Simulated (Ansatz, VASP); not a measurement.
# MgCd3Te4 in VASP and in Ansatz

```
Mg Cd Te
1.0
     4.65195    0.00000    0.00000
    -2.32597    4.02871    0.00000
     0.00000    0.00000   15.21340
Mg Cd Te
1 3 4
Direct
  0.33333 0.66667 0.49716
  0.33333 0.66667 0.99904
  0.66667 0.33333 0.25150
  0.66667 0.33333 0.74724
  0.33333 0.66667 0.18727
  0.33333 0.66667 0.68275
  0.66667 0.33333 0.43980
  0.66667 0.33333 0.93525
```

Alike in both runs: functional PBE; k mesh 6 × 6 × 2; occupations gaussian, width 0.1 eV; no spin polarisation.

Ansatz relaxed the structure, and its values are those at the end. VASP's run is a single point on that final structure, the one shown.

|  | VASP | Ansatz |
| --- | --- | --- |
| version | VASP 6.6.1 | Ansatz 0.2.0 |
| potentials or method | VASP PAW PBE potentials, release 64 (Mg, Cd, Te), cutoff 520 eV | scalar-relativistic, plane waves, PAW |
| valence electrons in the cell | 62 | 134 |

VASP gave:

```
gap on the k mesh at the Fermi level (eV) : 0.92
least direct gap on the mesh (eV)         : 0.92
pressure (GPa)                            : 0.3
rms of the force components (eV/Å)        : 0.006
```

Q: Estimate Ansatz's values.

A: gap on the k mesh at the Fermi level (eV): 0.92; least direct gap on the mesh (eV): 0.92; pressure (GPa): 0.2; rms of the force components (eV/Å): 0.005.

VASP's potentials hold 62 valence electrons a cell and Ansatz's 134, so a difference there can come from the potentials and not from the codes.

Neither program's run includes spin-orbit coupling.
